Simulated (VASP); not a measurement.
# CO2 (I4_1/amd) in VASP: notebook

CO2 is run at these levels: r2SCAN; tasks: single point.

Everything below comes from runs of VASP 6.6.1. Logs are shortened: lines on timing, memory, paths and dates and some standing lists are left out, and cuts for length are marked.

## 1. The cell of the first run

Symmetry: I4_1/amd, No. 141, tetragonal system. The conventional cell has a = 5.967 Å, b = 5.967 Å, c = 6.404 Å, α = 90.00°, β = 90.00°, γ = 90.00°. Within 1.6 Å of C (site symmetry -4m2) lie 2 O at 1.16 Å. Within 1.6 Å of O (site symmetry 2mm) lie 1 C at 1.16 Å.

## 2. Single point, r2SCAN

Contents of POSCAR:

```
CO2
1.0
   -2.9836567190      2.9836567190      3.2020408089
    2.9836567190     -2.9836567190      3.2020408089
    2.9836567190      2.9836567190     -3.2020408089
C O
2 4
Direct
    0.0000000000      0.0000000000      0.0000000000
    0.7500000000      0.2500000000      0.5000000000
    0.1813294682      0.1813294682      0.0000000000
    0.9313294682      0.4313294682      0.5000000000
    0.5686705318      0.0686705318      0.5000000000
    0.8186705318      0.8186705318      0.0000000000
```

Contents of INCAR.step1:

```
SYSTEM = CO2
PREC     = Accurate       ! precision mode
ENCUT    = 520            ! plane-wave cutoff, eV
ISMEAR   = 0              ! smearing method
SIGMA    = 0.1            ! smearing width, eV
LREAL    = .False.        ! projectors in reciprocal space
LASPH    = .True.         ! aspherical terms in the spheres
NELM     = 100            ! most SCF steps
NBANDS   = 25             ! bands
GGA      = PE             ! functional
ALGO     = Normal         ! electronic algorithm
EDIFF    = 1E-4           ! SCF threshold, eV
LWAVE    = .True.         ! write WAVECAR
LCHARG   = .False.        ! write CHGCAR
```

Contents of INCAR.step2:

```
SYSTEM = CO2
PREC     = Accurate       ! precision mode
ENCUT    = 520            ! plane-wave cutoff, eV
EDIFF    = 1E-7           ! SCF threshold, eV
ISMEAR   = 0              ! smearing method
SIGMA    = 0.1            ! smearing width, eV
LREAL    = .False.        ! projectors in reciprocal space
LASPH    = .True.         ! aspherical terms in the spheres
NELM     = 100            ! most SCF steps
ALGO     = Normal         ! electronic algorithm
ISIF     = 2              ! what is computed and relaxed
LWAVE    = .False.        ! write WAVECAR
LCHARG   = .False.        ! write CHGCAR
METAGGA  = R2SCAN         ! meta-GGA
LMIXTAU  = .True.       
NBANDS   = 25             ! bands
ISTART   = 1
```

Contents of KPOINTS:

```
Automatic mesh
0
Gamma
  6 6 6
  0 0 0
```

Potentials or basis: VASP PAW PBE potentials, release 64 (C, O).

Launch:

```bash
$ cat potpaw_PBE.64/C/POTCAR potpaw_PBE.64/O/POTCAR > POTCAR
$ cp INCAR.step1 INCAR
$ mpirun -np 1 vasp_std > vasp.out
$ cp INCAR.step2 INCAR
$ mpirun -np 1 vasp_std > vasp.out
```

OUTCAR:

```text
SYSTEM = CO2
   PREC = Accurate
   ENCUT = 520
   EDIFF = 1E-7
   ISMEAR = 0
   LREAL = .False.
   LASPH = .True.
   NELM = 100
   ISIF = 2
   METAGGA = R2SCAN
   ISTART = 1

 ion  position               nearest neighbor table
   1  0.000  0.000  0.000-   3 1.16   6 1.16
   2  0.750  0.250  0.500-   4 1.16   5 1.16
   3  0.181  0.181  0.000-   1 1.16
   4  0.931  0.431  0.500-   2 1.16
   5  0.569  0.069  0.500-   2 1.16
   6  0.819  0.819  0.000-   1 1.16

  LATTYP: Found a body centered tetragonal cell.
 ALAT       =     5.9673134380
 C/A-ratio  =     1.0731934369

  Lattice vectors:

 A1 = (  -2.9836567190,   2.9836567190,   3.2020408089)
 A2 = (   2.9836567190,  -2.9836567190,   3.2020408089)
 A3 = (   2.9836567190,   2.9836567190,  -3.2020408089)

Analysis of symmetry for initial positions (statically):
=====================================================================
 Subroutine PRICEL returns:
 Original cell was already a primitive cell.

 Routine SETGRP: Setting up the symmetry group for a
 body centered tetragonal supercell.

 Subroutine GETGRP returns: Found 16 space group operations
 (whereof  8 operations were pure point group operations)
 out of a pool of 16 trial point group operations.

The static configuration has the point symmetry D_2d.
 The point group associated with its full space group is D_4h.

Analysis of symmetry for dynamics (positions and initial velocities):
=====================================================================
 Subroutine PRICEL returns:
 Original cell was already a primitive cell.

 Routine SETGRP: Setting up the symmetry group for a
 body centered tetragonal supercell.

 Subroutine GETGRP returns: Found 16 space group operations
 (whereof  8 operations were pure point group operations)
 out of a pool of 16 trial point group operations.

The dynamic configuration has the point symmetry D_2d.
 The point group associated with its full space group is D_4h.

 Subroutine INISYM returns: Found 16 space group operations
 (whereof  8 operations are pure point group operations),
 and found     1 'primitive' translations

----------------------------------------------------------------------------------------

                                     Primitive cell

  volume of cell :     114.0209

  direct lattice vectors                    reciprocal lattice vectors
    -2.983656719  2.983656719  3.202040809     0.000000000  0.167579600  0.156150415
[... 97 lines left out ...]
   NSW    =      0    number of steps for IOM
   IBRION =     -1    ionic relax: 0-MD 1-quasi-New 2-CG
   NFREE  =      0    steps in history (QN), initial steepest desc. (CG)
   ISIF   =      2    stress and relaxation
   ISYM   =      2    0-nonsym 1-usesym 2-fastsym
   POTIM  = 0.5000    time-step for ionic-motion
   TEBEG  =    0.0;   TEEND  =   0.0 temperature during run
   PSTRESS=    0.0 pullay stress
   NELECT =      32.0000    total number of electrons
   NUPDOWN=      -1.0000    fix difference up-down
   EMIN   =  10.00;   EMAX   =-10.00  energy-range for DOS
   EFERMI =   0.00;   METHOD = LEGACY
   ISMEAR =     0;   SIGMA  =   0.10  broadening in eV -4-tet -1-fermi 0-gaus
   EFERMI_NEDOS =   21; number of points for ismear=-14 and -15
   IALGO  =     38    algorithm
   IMIX   =      4    mixing-type and parameters
     AMIX     =   0.40;   BMIX     =  1.00
     AMIX_MAG =   1.60;   BMIX_MAG =  1.00
  volume/ion in A,a.u.               =      19.00       128.24
  Fermi-wavevector in a.u.,A,eV,Ry     =   1.071840  2.025484 15.630931  1.148841
  Thomas-Fermi vector in A             =   2.207592
   LORBIT       =      0    0 simple, 1 ext, 2 COOP (PROOUT), +10 PAW based schemes
   METAGGA = R2SCAN    functional components
   LHFCALC =     F    Hartree Fock is set to
   AEXX    =    0.0000 exact exchange contribution
   IVDW    =     0    specifies the selected vdW correction
   LEPSILON=     F    determine dielectric tensor
   LRPA    =     F    only Hartree local field effects (RPA)
 non-spin polarized calculation
 Gauss-broadening in eV      SIGMA  =   0.10
  energy-cutoff  :      520.00
  volume of cell :      114.02
 maximum number of plane-waves:      3092
   NGX = 19   NGY = 19   NGZ = 19

 number of electron      31.9999971 magnetization

 Free energy of the ion-electron system (eV)
  ---------------------------------------------------
  ext. energy  EPLUGINS =         0.00000000
  ---------------------------------------------------
  free energy    TOTEN  =       -51.33706020 eV

  energy without entropy =      -51.33706020  energy(sigma->0) =      -51.33706020

 E-fermi :  -5.0216     XC(G=0):  -6.8403

 val. band max:       -5.5177692903   @ k =   0.5000   0.5000   0.5000
 cond. band min:       2.0580054032   @ k =   0.0000   0.0000   0.0000
 fundamental gap:      7.5757746935
 Fermi energy:        -5.0216265164

 k-point     1 :       0.0000    0.0000    0.0000
  band No.  band energies     occupation
      1     -27.2103      2.00000
      2     -26.9381      2.00000
      3     -26.0175      2.00000
      4     -25.9564      2.00000
      5     -10.7888      2.00000
      6     -10.5957      2.00000
[... 661 lines left out ...]
     24       7.9961      0.00000
     25       8.7667      0.00000

 [... further k-points ...]

------------------------ aborting loop because EDIFF is reached ----------------------------------------

  FORCE on cell =-STRESS in cart. coord.  units (eV):
  Direction    XX          YY          ZZ          XY          YZ          ZX
  --------------------------------------------------------------------------------------
  -------------------------------------------------------------------------------------
  Total       -0.1461295     -0.1461295      3.3849011      0.0000000      0.0000000      0.0000000
  in kB       -2.0533538     -2.0533538     47.5633024      0.0000000      0.0000000      0.0000000
  external PRESSURE =      14.4855316 kB  Pullay stress =       0.0000000 kB

 VOLUME and BASIS-vectors are now :
 -----------------------------------------------------------------------------
  energy-cutoff  :      520.00
  volume of cell :      114.02
      direct lattice vectors                 reciprocal lattice vectors
    -2.983656719  2.983656719  3.202040809     0.000000000  0.167579600  0.156150415
     2.983656719 -2.983656719  3.202040809     0.167579600  0.000000000  0.156150415
     2.983656719  2.983656719 -3.202040809     0.167579600  0.167579600  0.000000000

 POSITION                                       TOTAL-FORCE (eV/Angst)
 -----------------------------------------------------------------------------------
      0.00000      0.00000      0.00000        -0.000000     -0.000000      0.000000
     -0.00000      2.98366      1.60102        -0.000000     -0.000000      0.000000
      0.00000      0.00000      1.16125         0.000000     -0.000000      0.768098
      0.00000      2.98366      2.76227        -0.000000      0.000000      0.768098
      0.00000      2.98366      0.43977        -0.000000      0.000000     -0.768098
      0.00000      0.00000      5.24283         0.000000     -0.000000     -0.768098
 -----------------------------------------------------------------------------------
    total drift:                               -0.000000     -0.000000      0.000000

  FREE ENERGIE OF THE ION-ELECTRON SYSTEM (eV)
  ---------------------------------------------------
  free  energy   TOTEN  =       -51.3370601975 eV

  energy  without entropy=      -51.3370601975  energy(sigma->0) =      -51.33706020
```

OUTCAR.step1:

```text
SYSTEM = CO2
   PREC = Accurate
   ENCUT = 520
   ISMEAR = 0
   LREAL = .False.
   LASPH = .True.
   NELM = 100
[... 910 lines left out ...]
      0.00000      2.98366      2.76227        -0.000000      0.000000      1.593568
      0.00000      2.98366      0.43977        -0.000000      0.000000     -1.593568
      0.00000      0.00000      5.24283         0.000000     -0.000000     -1.593568
 -----------------------------------------------------------------------------------
    total drift:                               -0.000000     -0.000000      0.000000

  FREE ENERGIE OF THE ION-ELECTRON SYSTEM (eV)
  ---------------------------------------------------
  free  energy   TOTEN  =       -45.9505801033 eV

  energy  without entropy=      -45.9505801033  energy(sigma->0) =      -45.95058010
```

OSZICAR.step1:

```text
N       E                     dE             d eps       ncg     rms          rms(c)
DAV:   1     0.196723801132E+03    0.19672E+03   -0.15807E+04  1500   0.113E+03
DAV:   2    -0.345611400124E+02   -0.23128E+03   -0.22131E+03  2162   0.272E+02
DAV:   3    -0.492011337851E+02   -0.14640E+02   -0.14556E+02  1849   0.712E+01
DAV:   4    -0.493390904805E+02   -0.13796E+00   -0.13786E+00  1721   0.810E+00
DAV:   5    -0.493408088171E+02   -0.17183E-02   -0.17182E-02  1796   0.892E-01    0.137E+01
DAV:   6    -0.462344674265E+02    0.31063E+01   -0.82335E+00  1764   0.199E+01    0.630E+00
DAV:   7    -0.460174099045E+02    0.21706E+00   -0.44089E-01  1584   0.461E+00    0.352E+00
DAV:   8    -0.459569187830E+02    0.60491E-01   -0.32829E-01  1834   0.343E+00    0.812E-01
DAV:   9    -0.459500321708E+02    0.68866E-02   -0.26461E-02  1701   0.111E+00    0.351E-01
DAV:  10    -0.459504347100E+02   -0.40254E-03   -0.45314E-03  1720   0.433E-01    0.602E-02
DAV:  11    -0.459505572625E+02   -0.12255E-03   -0.85936E-05  1116   0.719E-02    0.212E-02
DAV:  12    -0.459505801033E+02   -0.22841E-04   -0.18539E-05   914   0.357E-02
   1 F= -.45950580E+02 E0= -.45950580E+02  d E =-.497277E-11
```

Run time: 4.3 min. Hardware: 1 thread of AMD EPYC 9R45 (Zen 5), shared host; peak memory 0.25 GiB.

Results:

```
Free energy            : -51.3371 eV
Pressure               : 1.4 GPa
Largest force          : 0.768 eV/Å
Band gap on the k mesh : 7.58 eV (least direct gap 7.66 eV)
```

Forces on the atoms (eV/Å):
```
C    0.000  0.000  0.000
C    0.000  0.000  0.000
O    0.000  0.000  0.768
O    0.000  0.000  0.768
O    0.000  0.000 -0.768
O    0.000  0.000 -0.768
```

Levels at points of the mesh, in eV from the valence-band top:
```csv
k point,band 14,band 15,band 16,band 17,band 18,band 19
"(0.00, 0.00, 0.00)",-0.25,-0.09,-0.09,7.58,8.96,8.96
"(0.50, 0.00, 0.00)",-0.19,-0.17,-0.10,8.86,9.23,9.41
"(0.50, 0.50, 0.00)",-0.23,-0.14,-0.14,9.19,9.19,9.23
"(0.50, 0.50, 0.50)",-0.22,0.00,0.00,8.90,8.90,9.93
```

Caveat: the PAW data sets were made with another functional, which shifts forces and pressure a little.

## 3. Single point, r2SCAN

Contents of POSCAR:

```
CO2
1.0
   -2.9850516695      2.9850516695      3.2026658840
    2.9850516695     -2.9850516695      3.2026658840
    2.9850516695      2.9850516695     -3.2026658840
C O
2 4
Direct
    0.0000000000      0.0000000000      0.0000000000
    0.7500000000      0.2500000000      0.5000000000
    0.1812681018      0.1812681018      0.0000000000
    0.9312681018      0.4312681018      0.5000000000
    0.5687318982      0.0687318982      0.5000000000
    0.8187318982      0.8187318982      0.0000000000
```

Contents of INCAR.step1:

```
PREC = Accurate
ENCUT = 520
ISMEAR = 0
SIGMA = 0.02
LREAL = F
LASPH = T
NELM = 60
NBANDS = 25
GGA = PE
ALGO = Normal
EDIFF = 1E-4
LWAVE = T
LCHARG = F
```

Contents of INCAR.step2:

```
PREC = Accurate
ENCUT = 520
EDIFF = 1E-6
ISMEAR = 0
SIGMA = 0.02
LREAL = F
LASPH = T
NELM = 60
ALGO = Normal
ISIF = 2
LWAVE = F
LCHARG = T
METAGGA = R2SCAN
LMIXTAU = T
LELF = T
LVHAR = T
NBANDS = 25
ISTART = 1
```

Contents of KPOINTS:

```
regular mesh
0
Gamma
  6 6 6
```

Potentials or basis: VASP PAW PBE potentials, release 64 (C, O).

Launch:

```bash
$ cat potpaw_PBE.64/C/POTCAR potpaw_PBE.64/O/POTCAR > POTCAR
$ cp INCAR.step1 INCAR
$ mpirun -np 1 vasp_std > vasp.out
$ cp INCAR.step2 INCAR
$ mpirun -np 1 vasp_std > vasp.out
```

Run time: 3.8 min. Hardware: 1 thread of AMD EPYC 9R45 (Zen 5), shared host; peak memory 0.25 GiB.

Results (log left out):

```
Free energy            : -51.3365 eV
Pressure               : 1.5 GPa
Largest force          : 0.787 eV/Å
Band gap on the k mesh : 7.58 eV (least direct gap 7.66 eV)
```

Forces in eV/Å, atoms in the order of the input:
```
C    0.000  0.000  0.000
C    0.000  0.000  0.000
O    0.000  0.000  0.787
O    0.000  0.000  0.787
O    0.000  0.000 -0.787
O    0.000  0.000 -0.787
```

Stress tensor (GPa, compression positive):
```
-0.21  0.00  0.00
 0.00 -0.21  0.00
 0.00  0.00  4.87
```

Levels at points of the mesh, in eV from the valence-band top:
```csv
k point,band 14,band 15,band 16,band 17,band 18,band 19
"(0.00, 0.00, 0.00)",-0.24,-0.09,-0.09,7.58,8.97,8.97
"(0.50, 0.00, 0.00)",-0.19,-0.17,-0.10,8.86,9.23,9.41
"(0.50, 0.50, 0.00)",-0.23,-0.14,-0.14,9.20,9.20,9.24
"(0.50, 0.50, 0.50)",-0.22,0.00,0.00,8.91,8.91,9.93
```

Caveat: the PAW data sets were made with another functional, which shifts forces and pressure a little. A k mesh can miss the band edges.
